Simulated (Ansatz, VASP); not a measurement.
Ir in VASP and in Ansatz

File INCAR:

```
SYSTEM = Ir
ALGO = Normal ; EDIFF = 1E-7
ENCUT = 520 ; GGA = PE
ISIF = 2 ; ISMEAR = 0
LASPH = .TRUE. ; LCHARG = .FALSE.
LREAL = .FALSE. ; LWAVE = .FALSE.
NBANDS = 10 ; NELM = 80
PREC = Accurate ; SIGMA = 0.1
```

File KPOINTS:

```
k-points
0
G
  20 20 20
  0 0 0
```

Contents of POSCAR:

```
Ir
1.0
   -1.5344481973      1.5344481973      1.5344481973
    1.5344481973     -1.5344481973      1.5344481973
    1.5344481973      1.5344481973     -1.5344481973
Ir
1
Direct
    0.0000000000      0.0000000000      0.0000000000
```

Input for Ansatz:

```yaml
crystal:
  lattice:
    - [-1.5344481973, 1.5344481973, 1.5344481973]
    - [1.5344481973, -1.5344481973, 1.5344481973]
    - [1.5344481973, 1.5344481973, -1.5344481973]
  atoms:
    - { symbol: Ir, position: [0.0, 0.0, 0.0] }
basis:
  ecutwfc: 420
kpoints:
  mp_grid: { grid: [20, 20, 20] }
hamiltonian:
  xc: pbe
scf:
  occupations: { method: gaussian, width: 0.1 }
output:
  forces: true
  stress: true
  eigenvalues: true
  populations: true
```

Alike in both runs: task single point; functional PBE; k mesh 20 × 20 × 20; occupations gaussian, width 0.1 eV; no spin polarisation.

|  | VASP | Ansatz |
| --- | --- | --- |
| version | VASP 6.6.1 | Ansatz 0.2.0 |
| potentials or method | VASP PAW PBE potentials, release 64 (Ir), cutoff 520 eV | scalar-relativistic, plane waves, PAW |
| valence electrons in the cell | 9 | 17 |

Ansatz gave:

- gap on the k mesh at the Fermi level (eV): none
- pressure (GPa): 13.7

Task: What did VASP give for the same quantities?

Result: gap on the k mesh at the Fermi level (eV): none; pressure (GPa): 14.3.

A gap of «none» marks a metal or a gap that the smearing closes. The functional is the same, so the differences come from potentials, cutoffs and numerics. VASP's potentials hold 9 valence electrons a cell and Ansatz's 17, so a difference there can come from the potentials and not from the codes.

Neither program's run includes spin-orbit coupling.
